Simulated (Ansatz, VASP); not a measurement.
Be4OsPt2: VASP beside Ansatz

```
CELL_PARAMETERS angstrom
3.45535 0.00000 0.00000
-1.72768 2.99242 0.00000
0.00000 0.00000 8.59588
ATOMIC_POSITIONS crystal
Be 0.33333 0.66667 0.00000
Be 0.66667 0.33333 0.00000
Be 0.00000 0.00000 0.66823
Be 0.00000 0.00000 0.33177
Os 0.00000 0.00000 0.50000
Pt 0.00000 0.00000 0.89708
Pt 0.00000 0.00000 0.10292
```

Alike in both runs: task single point; functional PBE; k mesh 6 × 6 × 2; occupations gaussian, width 0.1 eV; no spin polarisation.

|  | VASP | Ansatz |
| --- | --- | --- |
| version | VASP 6.6.1 | Ansatz 0.2.0 |
| potentials or method | VASP PAW PBE potentials, release 64 (Be, Os_sv_GW, Pt_sv_GW), cutoff 570 eV | scalar-relativistic, plane waves, PAW |
| valence electrons in the cell | 60 | 60 |

|  | VASP | Ansatz | Ansatz less VASP |
| --- | --- | --- | --- |
| gap on the k mesh at the Fermi level (eV) | none | none | - |
| rms of the force components (eV/Å) | 22.098 | 21.450 | -0.6485 |

Atom by atom the forces differ by 0.808 eV/Å (rms over components). A gap of «none» marks a metal or a gap that the smearing closes.

The k mesh is coarse, so the values compare programs but aren't converged. Neither program's run includes spin-orbit coupling.
